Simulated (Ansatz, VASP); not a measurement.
TaN: VASP beside Ansatz

```xyz
2
Lattice="2.9380 0.0000 0.0000 -1.4690 2.5444 0.0000 0.0000 0.0000 2.8830" Properties=species:S:1:pos:R:3 pbc="T T T"
Ta    0.0000    1.6963    1.4415
N    -0.2121   -0.2121    0.0000
```

Alike in both runs: task single point; functional r2SCAN; k mesh 18 × 18 × 16; occupations gaussian, width 0.15 eV; no spin polarisation.

|  | VASP | Ansatz |
| --- | --- | --- |
| version | VASP 6.6.1 | Ansatz 0.2.0 |
| potentials or method | VASP PAW PBE potentials, release 64 (Ta_pv, N), cutoff 520 eV | scalar-relativistic, plane waves, PAW |
| valence electrons in the cell | 16 | 18 |

|  | VASP | Ansatz | Ansatz less VASP |
| --- | --- | --- | --- |
| gap on the k mesh at the Fermi level (eV) | none | none | - |
| pressure (GPa) | 15.5 | 13.6 | -1.88 |
| traceless stress, the component that is largest in VASP (GPa) | 9.14 | 8.79 | -0.347 |
| rms of the force components (eV/Å) | 2.527 | 2.500 | -0.0269 |

VASP's potentials were made for PBE, not for r2SCAN. Atom by atom the forces differ by 0.027 eV/Å (rms over components). A gap of «none» marks a metal or a gap that the smearing closes. VASP's potentials hold 16 valence electrons a cell and Ansatz's 18, so a difference there can come from the potentials and not from the codes.

Spin-orbit coupling is off throughout.
